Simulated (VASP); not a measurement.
Here is a VASP 6.6.1 calculation.

Contents of POSCAR:

```
Ag
1.0
    2.6021905312      0.0000000000      0.0000000000
    0.0000000000      2.6021905312      0.0000000000
    0.0000000000      0.0000000000      2.6021905312
Ag
1
Direct
    0.0000000000      0.0000000000      0.0000000000
```

INCAR.step1

```
PREC = Accurate ; ENCUT = 520
ISMEAR = -1 ; SIGMA = 0.1
LREAL = False ; LASPH = True
NELM = 80 ; NBANDS = 12
GGA = PE ; ALGO = Normal
EDIFF = 1E-4 ; LWAVE = True
LCHARG = False
```

Contents of INCAR.step2:

```
PREC = Accurate ; ENCUT = 520
EDIFF = 1E-6 ; ISMEAR = -1
SIGMA = 0.1 ; LREAL = False
LASPH = True ; NELM = 80
ALGO = Normal ; ISIF = 2
LWAVE = False ; LCHARG = True
METAGGA = R2SCAN ; LMIXTAU = True
LELF = True ; LVHAR = True
NBANDS = 12 ; ISTART = 1
```

KPOINTS

```
regular mesh
0
Gamma
  13 13 13
```

Potentials or basis: VASP PAW PBE potentials, release 64 (Ag).

Launch:

```console
$ cat potpaw_PBE.64/Ag/POTCAR > POTCAR
$ cp INCAR.step1 INCAR
$ mpirun -np 1 vasp_std > vasp.out
$ cp INCAR.step2 INCAR
$ mpirun -np 1 vasp_std > vasp.out
```

(1) Estimate the pressure.

(2) Estimate the band gap on the k mesh.

Answers

(1) 14.9 GPa.

(2) zero (an odd number of electrons rules out a gap without spin polarisation).

Caveat: the cell stands under pressure; the PAW data sets were made with another functional, which shifts forces and pressure a little.
